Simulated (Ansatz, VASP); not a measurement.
MgS in VASP and in Ansatz

```
Mg S
1.0
     0.00000    2.82577    2.82577
     2.82577    0.00000    2.82577
     2.82577    2.82577    0.00000
Mg S
1 1
Direct
  0.00000 0.00000 0.00000
  0.25000 0.25000 0.25000
```

Alike in both runs: functional PBEsol; k mesh 8 × 8 × 8; occupations gaussian, width 0.02 eV; no spin polarisation.

Ansatz relaxed the structure, and its values are those at the end. VASP's run is a single point on that final structure, the one shown.

|  | VASP | Ansatz |
| --- | --- | --- |
| version | VASP 6.6.1 | Ansatz 0.2.0 |
| potentials or method | VASP PAW PBE potentials, release 64 (Mg, S), cutoff 600 eV | scalar-relativistic, plane waves, PAW |
| valence electrons in the cell | 8 | 16 |

VASP gave:

```
gap on the k mesh at the Fermi level (eV) : 3.32
least direct gap on the mesh (eV)         : 3.32
pressure (GPa)                            : -0.1
```

**Question.** Estimate Ansatz's values.

**Answer.** gap on the k mesh at the Fermi level (eV): 3.32; least direct gap on the mesh (eV): 3.32; pressure (GPa): 0.0.

VASP's potentials were made for PBE, not for PBEsol, and Ansatz warns of the same on its side. VASP's potentials hold 8 valence electrons a cell and Ansatz's 16, so a difference there can come from the potentials and not from the codes.
